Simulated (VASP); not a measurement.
Here is a VASP 6.6.1 calculation.

INCAR

```
ALGO = Normal
EDIFF = 1E-7
ENCUT = 520
GGA = RE
ISIF = 2
ISMEAR = -1
LASPH = T
LCHARG = T
LELF = T
LREAL = F
LVHAR = T
LWAVE = F
NBANDS = 21
NELM = 80
PREC = Accurate
SIGMA = 0.1
```

The input KPOINTS:

```
k-points
0
Gamma
  18 18 12
```

POSCAR

```
Sn
1.0
   -3.1131644622      3.1154708338      1.6776449451
    3.1154708338     -3.1131644622      1.6776449451
    3.1133849741      3.1133849741     -1.6734172399
Sn
2
Direct
    0.0000421255      0.9999578745      1.0000000000
    0.7499578745      0.2500421255      0.5000000000
```

Potentials or basis: VASP PAW PBE potentials, release 64 (Sn_d).

Launch:

```console
$ cat potpaw_PBE.64/Sn_d/POTCAR > POTCAR
$ mpirun -np 1 vasp_std > vasp.out
```

Q: Predict the pressure.

A: -3.8 GPa.

Q: Predict the band gap on the k mesh.

A: Zero (bands 14 and 15 overlap by 3.43 eV).

Stress tensor (GPa, compression positive):
```
-3.92 -0.01 -0.01
-0.01 -3.92 -0.01
-0.01 -0.01 -3.65
```

Caveat: the cell stands under tension; the PAW data sets were made with another functional, which shifts forces and pressure a little; spin-orbit coupling is left out, which moves the levels of the heavy elements.
